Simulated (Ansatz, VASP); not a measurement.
**One calculation of TiNiH, two programs**

INCAR

```
  PREC = Accurate
  ENCUT = 520
  EDIFF = 1E-7
  ISMEAR = -1
  SIGMA = 0.05
  LREAL = F
  LASPH = T
  NELM = 150
  ALGO = Normal
  ISIF = 2
  LWAVE = F
  LCHARG = F
  ISPIN = 2
  MAGMOM = 1 1 1 1 0 0
  LORBIT = 11
  LMAXMIX = 4
  GGA = PE
  NBANDS = 36
```

The input KPOINTS:

```
regular mesh
0
Gamma
  8 8 7
```

POSCAR

```
TiNiH
1.0
    1.6690910000     -4.7477900000      0.0000000000
    1.6690910000      4.7477900000      0.0000000000
    0.0000000000      0.0000000000      3.8405000000
Ni Ti H
2 2 2
Direct
    0.4140550000      0.5859450000      0.2500000000
    0.5859450000      0.4140550000      0.7500000000
    0.1418570000      0.8581430000      0.2500000000
    0.8581430000      0.1418570000      0.7500000000
    0.9177660000      0.0822340000      0.2500000000
    0.0822340000      0.9177660000      0.7500000000
```

File input.yaml:

```yaml
crystal:
  lattice:
    - [1.669091, -4.74779, 0.0]
    - [1.669091, 4.74779, 0.0]
    - [0.0, 0.0, 3.8405]
  atoms:
    - { symbol: Ni, position: [0.414055, 0.585945, 0.25], spin: 1.0 }
    - { symbol: Ni, position: [0.585945, 0.414055, 0.75], spin: 1.0 }
    - { symbol: Ti, position: [0.141857, 0.858143, 0.25], spin: 1.0 }
    - { symbol: Ti, position: [0.858143, 0.141857, 0.75], spin: 1.0 }
    - { symbol: H, position: [0.917766, 0.082234, 0.25] }
    - { symbol: H, position: [0.082234, 0.917766, 0.75] }
hamiltonian:
  xc: pbe
  pseudopotentials: { kind: paw }
magnetization:
  spin_polarized: true
kpoints:
  mp_grid: { grid: [8, 8, 7] }
scf:
  occupations: { method: fermi_dirac, width: 0.05 }
output:
  forces: true
  stress: true
  eigenvalues: true
  write_density: true
  write_potential: true
  elf: true
  volumetric_format: npy
```

Alike in both runs: task single point; functional PBE; k mesh 8 × 8 × 7; occupations fermi-dirac, width 0.05 eV; collinear spin, ferromagnetic start.

|  | VASP | Ansatz |
| --- | --- | --- |
| version | VASP 6.6.1 | Ansatz 0.2.0 |
| potentials or method | VASP PAW PBE potentials, release 64 (Ni, Ti_sv, H) | Ansatz PAW |
| plane-wave cutoff (eV) | 520 | 420 |
| valence electrons in the cell | 46 | 62 |

VASP gave:

```
gap on the k mesh at the Fermi level (eV)                     : none
pressure (GPa)                                                : 0.7
traceless stress, the component that is largest in VASP (GPa) : 0.17
rms of the force components (eV/Å)                            : 0.036
net moment per atom (μB)                                      : 0.00
```

Problem. What did Ansatz give for the same quantities?

Solution. gap on the k mesh at the Fermi level (eV): none; pressure (GPa): 0.7; traceless stress, the component that is largest in VASP (GPa): 0.00; rms of the force components (eV/Å): 0.036; net moment per atom (μB): 0.00.

Atom by atom the forces differ by 0.004 eV/Å (rms over components). A gap of «none» marks a metal or a gap that the smearing closes. VASP's potentials hold 46 valence electrons a cell and Ansatz's 62, so a difference there can come from the potentials and not from the codes.
